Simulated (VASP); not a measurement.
# Y in VASP: further runs

Y is run at these levels: PBEsol, PBE; tasks: single point.

Program: VASP 6.6.1. These are calculated values, not measurements. Logs are shortened: lines on timing, memory, paths and dates and some standing lists are left out, and cuts for length are marked.

## (1) The cell of the first run

It takes space group P2_1/m (No. 11, monoclinic). The conventional cell has a = 3.611 Å, b = 11.844 Å, c = 3.643 Å, α = 90.00°, β = 119.14°, γ = 90.00°. Y (site symmetry m) has 12 Y at 3.61 to 3.67 Å within 4.7 Å. Within 4.7 Å of Y (site symmetry -1) lie 12 Y at 3.61 to 3.67 Å.

## (2) Single point, PBEsol

File INCAR:

```
SYSTEM = Y
ALGO = Fast ; EDIFF = 1E-6
ENCUT = 520 ; GGA = PS
ISIF = 2 ; ISMEAR = -1
LASPH = .True. ; LCHARG = .False.
LREAL = .False. ; LWAVE = .False.
NBANDS = 30 ; NELM = 60
PREC = Accurate ; SIGMA = 0.05
```

File KPOINTS:

```
k-points
0
Gamma
  7 7 2
  0 0 0
```

File POSCAR:

```
Y
1.0
    3.6425441402     -0.0364254414      0.0000000000
   -1.8528174277      3.1727484805      0.0000000000
    0.0000000000      0.0000000000     11.8441303500
Y
4
Direct
    0.6666666667      0.3333333333      0.7500000000
    0.0000000000      0.0000000000      0.5000000000
    0.3333333333      0.6666666667      0.2500000000
    0.0000000000      0.0000000000      0.0000000000
```

Potentials or basis: VASP PAW PBE potentials, release 64 (Y_sv).

The run is started by

```sh
cat potpaw_PBE.64/Y_sv/POTCAR > POTCAR
mpirun -np 1 vasp_std > vasp.out
```

OUTCAR:

```text
SYSTEM = Y
   EDIFF = 1E-6
   ENCUT = 520
   GGA = PS
   ISIF = 2
   ISMEAR = -1
   LASPH = .True.
   LREAL = .False.
   NELM = 60
   PREC = Accurate

 ion  position               nearest neighbor table
   1  0.667  0.333  0.750-   2 3.62   4 3.62   2 3.63   4 3.63   2 3.64   4 3.64
   2  0.000  0.000  0.500-   1 3.62   3 3.62   1 3.63   3 3.63   1 3.64   3 3.64
   3  0.333  0.667  0.250-   2 3.62   4 3.62   2 3.63   4 3.63   2 3.64   4 3.64
   4  0.000  0.000  0.000-   1 3.62   3 3.62   1 3.63   3 3.63   1 3.64   3 3.64

  LATTYP: Found a simple monoclinic cell.
 ALAT       =     3.6110447119
 B/A-ratio  =     3.2799733305
 C/A-ratio  =     1.0087735139
 COS(beta)  =    -0.4869160342

  Lattice vectors:

 A1 = (   1.7897267125,   3.1363230391,   0.0000000000)
 A2 = (   0.0000000000,   0.0000000000, -11.8441303500)
 A3 = (  -3.6425441402,   0.0364254414,   0.0000000000)

Analysis of symmetry for initial positions (statically):
=====================================================================
 Subroutine PRICEL returns:
 Original cell was already a primitive cell.

 Routine SETGRP: Setting up the symmetry group for a
 simple monoclinic supercell.

 Subroutine GETGRP returns: Found  4 space group operations
 (whereof  2 operations were pure point group operations)
 out of a pool of  4 trial point group operations.

The static configuration has the point symmetry S_2 .
 The point group associated with its full space group is C_2h.

Analysis of symmetry for dynamics (positions and initial velocities):
=====================================================================
 Subroutine PRICEL returns:
 Original cell was already a primitive cell.

 Routine SETGRP: Setting up the symmetry group for a
 simple monoclinic supercell.

 Subroutine GETGRP returns: Found  4 space group operations
 (whereof  2 operations were pure point group operations)
 out of a pool of  4 trial point group operations.

The dynamic configuration has the point symmetry S_2 .
 The point group associated with its full space group is C_2h.

 Subroutine INISYM returns: Found  4 space group operations
 (whereof  2 operations are pure point group operations),
 and found     1 'primitive' translations

----------------------------------------------------------------------------------------

                                     Primitive cell

  volume of cell :     136.0818

  direct lattice vectors                    reciprocal lattice vectors
     3.642544140 -0.036425441  0.000000000     0.276146026  0.161263388  0.000000000
    -1.852817428  3.172748481  0.000000000     0.003170356  0.317035560  0.000000000
     0.000000000  0.000000000 11.844130350     0.000000000  0.000000000  0.084430006

  length of vectors
     3.642726263  3.674134638 11.844130350     0.319785097  0.317051411  0.084430006

  position of ions in fractional coordinates (direct lattice)
     0.666666667  0.333333333  0.750000000
     0.000000000  0.000000000  0.500000000
     0.333333333  0.666666667  0.250000000
     0.000000000  0.000000000  0.000000000

  ion indices of the primitive-cell ions
   primitive index   ion index
                 1           1
                 2           2
                 3           3
                 4           4

----------------------------------------------------------------------------------------

 KPOINTS: k-points

Automatic generation of k-mesh.
 Grid dimensions read from file:
 generate k-points for:    7    7    2

 Generating k-lattice:

  Cartesian coordinates                     Fractional coordinates (reciprocal lattice)
     0.039449432  0.023037627  0.000000000     0.142857143  0.000000000  0.000000000
     0.000452908  0.045290794  0.000000000    -0.000000000  0.142857143  0.000000000
     0.000000000  0.000000000  0.042215003     0.000000000  0.000000000  0.500000000

  Length of vectors
     0.045683585  0.045293059  0.042215003

  Shift w.r.t. Gamma in fractional coordinates (k-lattice)
     0.000000000  0.000000000  0.000000000

 Subroutine IBZKPT returns following result:
 ===========================================

 Found     50 irreducible k-points:

 Following reciprocal coordinates:
            Coordinates               Weight
  0.000000  0.000000  0.000000      1.000000
  0.142857  0.000000  0.000000      2.000000
  0.285714  0.000000  0.000000      2.000000
  0.428571  0.000000  0.000000      2.000000
  0.000000  0.142857  0.000000      2.000000
  0.142857  0.142857  0.000000      2.000000
[... 16 lines left out ...]
 -0.428571  0.428571  0.000000      2.000000
 -0.285714  0.428571  0.000000      2.000000
 [... further k-points ...]
   k-points           NKPTS =     50   k-points in BZ     NKDIM =     50   number of bands    NBANDS=     30
   number of dos      NEDOS =    301   number of ions     NIONS =      4
   total plane-waves  NPLWV =  70560
   dimension x,y,z NGX =    28 NGY =   28 NGZ =   90
   dimension x,y,z NGXF=    56 NGYF=   56 NGZF=  180
   ions per type =               4
   NGX,Y,Z   is equivalent  to a cutoff of  12.78, 12.67, 12.63 a.u.
   NGXF,Y,Z  is equivalent  to a cutoff of  25.56, 25.34, 25.27 a.u.
 SYSTEM =  Y
   PREC   = accura    normal or accurate (medium, high low for compatibility)
   ISTART =      0    job   : 0-new  1-cont  2-samecut
   ICHARG =      2    charge: 1-file 2-atom 10-const
   ISPIN  =      1    spin polarized calculation?
   LNONCOLLINEAR =      F non collinear calculations
   LSORBIT =      F    spin-orbit coupling
   LASPH  =      T    aspherical Exc in radial PAW
   ENCUT  =  520.0 eV  38.22 Ry    6.18 a.u.   6.77  6.83 22.02*2*pi/ulx,y,z
   NELM   =     60;   NELMIN=  2; NELMDL= -5     # of ELM steps
   EDIFF  = 0.1E-05   stopping-criterion for ELM
   LREAL  =      F    real-space projection
   EDIFFG = 0.1E-04   stopping-criterion for IOM
   NSW    =      0    number of steps for IOM
   IBRION =     -1    ionic relax: 0-MD 1-quasi-New 2-CG
   NFREE  =      0    steps in history (QN), initial steepest desc. (CG)
   ISIF   =      2    stress and relaxation
   ISYM   =      2    0-nonsym 1-usesym 2-fastsym
   POTIM  = 0.5000    time-step for ionic-motion
   TEBEG  =    0.0;   TEEND  =   0.0 temperature during run
   PSTRESS=    0.0 pullay stress
   NELECT =      44.0000    total number of electrons
   NUPDOWN=      -1.0000    fix difference up-down
   EMIN   =  10.00;   EMAX   =-10.00  energy-range for DOS
   EFERMI =   0.00;   METHOD = LEGACY
   ISMEAR =    -1;   SIGMA  =   0.05  broadening in eV -4-tet -1-fermi 0-gaus
   EFERMI_NEDOS =   21; number of points for ismear=-14 and -15
   IALGO  =     68    algorithm
   IMIX   =      4    mixing-type and parameters
     AMIX     =   0.40;   BMIX     =  1.00
     AMIX_MAG =   1.60;   BMIX_MAG =  1.00
  volume/ion in A,a.u.               =      34.02       229.58
  Fermi-wavevector in a.u.,A,eV,Ry     =   1.123636  2.123364 17.178148  1.262558
  Thomas-Fermi vector in A             =   2.260303
   LORBIT       =      0    0 simple, 1 ext, 2 COOP (PROOUT), +10 PAW based schemes
   GGA     = PS    functional components
   LHFCALC =     F    Hartree Fock is set to
   AEXX    =    0.0000 exact exchange contribution
   IVDW    =     0    specifies the selected vdW correction
   LEPSILON=     F    determine dielectric tensor
   LRPA    =     F    only Hartree local field effects (RPA)
 non-spin polarized calculation
 RMM-DIIS sequential band-by-band and
  energy-cutoff  :      520.00
  volume of cell :      136.08
 maximum number of plane-waves:      3688
   NGX = 13   NGY = 13   NGZ = 45

 number of electron      44.0000001 magnetization

 Free energy of the ion-electron system (eV)
  ---------------------------------------------------
  ext. energy  EPLUGINS =         0.00000000
  ---------------------------------------------------
  free energy    TOTEN  =       -27.14942959 eV

  energy without entropy =      -27.09747219  energy(sigma->0) =      -27.12345089

 E-fermi :   2.7903     XC(G=0):  -9.3957

 val. band max:        2.7884939809   @ k =   0.4286   0.4286   0.5000
 cond. band min:       2.8213564122   @ k =  -0.4286   0.2857   0.5000
 fundamental gap:      0.0328624313
 Fermi energy:         2.7903116535

 k-point     1 :       0.0000    0.0000    0.0000
  band No.  band energies     occupation
      1     -39.9471      2.00000
      2     -39.9230      2.00000
      3     -39.9160      2.00000
      4     -39.8917      2.00000
      5     -20.1868      2.00000
      6     -19.9559      2.00000
[... 22 lines left out ...]
     29       4.6122      0.00000
     30       4.7265      0.00000

 k-point     2 :       0.1429    0.0000    0.0000
  band No.  band energies     occupation
      1     -39.9377      2.00000
      2     -39.9160      2.00000
      3     -39.9090      2.00000
      4     -39.8871      2.00000
      5     -20.1545      2.00000
      6     -19.9673      2.00000
[... 22 lines left out ...]
     29       4.7649      0.00000
     30       4.9866      0.00000

 k-point     3 :       0.2857    0.0000    0.0000
  band No.  band energies     occupation
      1     -39.9154      2.00000
      2     -39.9003      2.00000
      3     -39.8932      2.00000
      4     -39.8780      2.00000
      5     -20.0819      2.00000
      6     -20.0456      2.00000
[... 22 lines left out ...]
     29       4.6068      0.00000
     30       5.2741      0.00000

 k-point     4 :       0.4286    0.0000    0.0000
  band No.  band energies     occupation
      1     -39.8948      2.00000
      2     -39.8877      2.00000
      3     -39.8805      2.00000
      4     -39.8733      2.00000
      5     -20.1622      2.00000
      6     -20.1572      2.00000
[... 616 lines left out ...]
     29       4.5839      0.00000
     30       5.4808      0.00000

 k-point    23 :      -0.4286    0.4286    0.0000
  band No.  band energies     occupation
      1     -39.8996      2.00000
      2     -39.8914      2.00000
      3     -39.8842      2.00000
      4     -39.8759      2.00000
      5     -20.1499      2.00000
      6     -20.1493      2.00000
[... 22 lines left out ...]
     29       4.4545      0.00000
     30       5.6036      0.00000

 k-point    24 :      -0.2857    0.4286    0.0000
  band No.  band energies     occupation
      1     -39.9038      2.00000
      2     -39.8936      2.00000
      3     -39.8865      2.00000
      4     -39.8763      2.00000
      5     -20.0943      2.00000
      6     -20.0892      2.00000
[... 22 lines left out ...]
     29       4.4928      0.00000
     30       5.1424      0.00000

 [... further k-points ...]

------------------------ aborting loop because EDIFF is reached ----------------------------------------

  FORCE on cell =-STRESS in cart. coord.  units (eV):
  Direction    XX          YY          ZZ          XY          YZ          ZX
  --------------------------------------------------------------------------------------
  -------------------------------------------------------------------------------------
  Total       -2.8938127     -2.8952125     -3.4638746      0.3761528      0.0000000      0.0000000
  in kB      -34.0706941    -34.0871742    -40.7823947      4.4286853      0.0000000      0.0000000
  external PRESSURE =     -36.3134210 kB  Pullay stress =       0.0000000 kB

 VOLUME and BASIS-vectors are now :
 -----------------------------------------------------------------------------
  energy-cutoff  :      520.00
  volume of cell :      136.08
      direct lattice vectors                 reciprocal lattice vectors
     3.642544140 -0.036425441  0.000000000     0.276146026  0.161263388  0.000000000
    -1.852817428  3.172748481  0.000000000     0.003170356  0.317035560  0.000000000
     0.000000000  0.000000000 11.844130350     0.000000000  0.000000000  0.084430006

 POSITION                                       TOTAL-FORCE (eV/Angst)
 -----------------------------------------------------------------------------------
      1.81076      1.03330      8.88310         0.016321      0.001036      0.000000
      0.00000      0.00000      5.92207         0.000000      0.000000      0.000000
     -0.02103      2.10302      2.96103        -0.016321     -0.001036      0.000000
      0.00000      0.00000      0.00000         0.000000      0.000000      0.000000
 -----------------------------------------------------------------------------------
    total drift:                                0.000000     -0.000000      0.000000

  FREE ENERGIE OF THE ION-ELECTRON SYSTEM (eV)
  ---------------------------------------------------
  free  energy   TOTEN  =       -27.1494295950 eV

  energy  without entropy=      -27.0974721883  energy(sigma->0) =      -27.12345089
```

Run time: 3.6 min. Hardware: 1 thread of Intel Xeon Platinum 8488C (Sapphire Rapids), shared host; peak memory 0.34 GiB.

Results:

* Free energy: -27.1494 eV
* Pressure: -3.6 GPa
* Largest force: 0.016 eV/Å
* Band gap on the k mesh: zero (bands 22 and 23 overlap by 0.95 eV)

Forces in eV/Å, atoms in the order of the input:
```
Y    0.016  0.001  0.000
Y    0.000  0.000  0.000
Y   -0.016 -0.001  0.000
Y    0.000  0.000  0.000
```

Caveat: the cell stands under tension; the PAW data sets were made with another functional, which shifts forces and pressure a little.

## (3) Single point, PBE (atoms moved at random)

File INCAR:

```
  PREC = Accurate
  ENCUT = 520
  EDIFF = 1E-7
  ISMEAR = -1
  SIGMA = 0.05
  LREAL = F
  LASPH = T
  NELM = 100
  ALGO = Fast
  ISIF = 2
  LWAVE = F
  LCHARG = T
  GGA = PE
  LELF = T
  LVHAR = T
  NBANDS = 30
```

File KPOINTS:

```
regular mesh
0
Gamma
  8 8 3
```

File POSCAR:

```
Y
1.0
    3.6425441402      0.0000000000      0.0000000000
   -1.8212720701      3.1545357598      0.0000000000
    0.0000000000      0.0000000000     11.8441303500
Y
4
Direct
    0.6777760000      0.3332840000      0.7514500000
   -0.0014280000     -0.0106300000      0.5045890000
    0.3412610000      0.6721800000      0.2527310000
   -0.0009510000     -0.0075590000     -0.0009290000
```

Potentials or basis: VASP PAW PBE potentials, release 64 (Y_sv).

The run is started by

```sh
cat potpaw_PBE.64/Y_sv/POTCAR > POTCAR
mpirun -np 1 vasp_std > vasp.out
```

It took 19 min on 1 thread of Intel Xeon 8259CL, shared host; peak memory 0.48 GiB.

It converged, with:

```
Free energy            : -25.6790 eV
Pressure               : -1.8 GPa
Largest force          : 0.108 eV/Å
Band gap on the k mesh : zero (bands 22 and 23 overlap by 1.02 eV)
```

Forces on the atoms (eV/Å):
```
Y   -0.030 -0.032  0.017
Y    0.017  0.043 -0.089
Y   -0.007 -0.045 -0.029
Y    0.020  0.034  0.101
```

Stress tensor (GPa, compression positive):
```
-1.59 -0.03  0.00
-0.03 -1.62  0.00
 0.00  0.00 -2.16
```

Levels at points of the mesh, in eV from the Fermi level:
| k point | band 20 | band 21 | band 22 | band 23 | band 24 | band 25 |
| --- | --- | --- | --- | --- | --- | --- |
| (0.00, 0.00, 0.00) | -1.90 | 0.53 | 0.73 | 0.80 | 1.61 | 1.61 |
| (0.50, 0.00, 0.00) | -1.19 | -0.51 | -0.45 | -0.30 | 0.34 | 0.76 |
| (0.00, 0.50, 0.00) | -1.18 | -0.51 | -0.46 | -0.29 | 0.34 | 0.77 |
| (0.50, 0.50, 0.00) | -1.19 | -0.50 | -0.43 | -0.29 | 0.35 | 0.74 |

Caveat: the cell differs from its parent crystal (atoms moved at random).

## (4) Single point, PBEsol (atoms moved at random)

File INCAR:

```
ALGO = Fast
EDIFF = 1E-7
ENCUT = 520
GGA = PS
ISIF = 2
ISMEAR = -1
LASPH = True
LCHARG = False
LREAL = False
LWAVE = False
NBANDS = 30
NELM = 80
PREC = Accurate
SIGMA = 0.05
```

File KPOINTS:

```
k-points
0
Gamma
  8 8 3
```

POSCAR is that of step 3.

The run is started by

```sh
cat potpaw_PBE.64/Y_sv/POTCAR > POTCAR
mpirun -np 1 vasp_std > vasp.out
```

Wall time 11 min (1 thread of AMD EPYC 7R13 (Zen 3), shared host); peak memory 0.44 GiB.

The run converged. Its results:

```
Free energy            : -27.1324 eV
Pressure               : -3.6 GPa
Largest force          : 0.100 eV/Å
Band gap on the k mesh : zero (bands 22 and 23 overlap by 1.02 eV)
```

Forces on the atoms (eV/Å):
```
Y   -0.030 -0.032  0.016
Y    0.017  0.043 -0.082
Y   -0.007 -0.044 -0.027
Y    0.020  0.033  0.093
```

Stress tensor (GPa, compression positive):
```
-3.39 -0.03  0.00
-0.03 -3.41  0.00
 0.00  0.00 -3.94
```

Levels at points of the mesh, in eV from the Fermi level:
```
           k point  band 19  band 20  band 21  band 22  band 23  band 24  band 25  band 26
(0.00, 0.00, 0.00)    -3.35    -1.92     0.54     0.72     0.80     1.60     1.60     1.65
(0.50, 0.00, 0.00)    -1.27    -1.20    -0.51    -0.45    -0.29     0.35     0.75     1.26
(0.00, 0.50, 0.00)    -1.27    -1.19    -0.51    -0.46    -0.29     0.35     0.76     1.27
(0.50, 0.50, 0.00)    -1.26    -1.20    -0.50    -0.43    -0.28     0.36     0.73     1.26
```

Caveat: the cell differs from its parent crystal (atoms moved at random); the cell stands under tension; the PAW data sets were made with another functional, which shifts forces and pressure a little.

(Continued in part 2 of 2.)
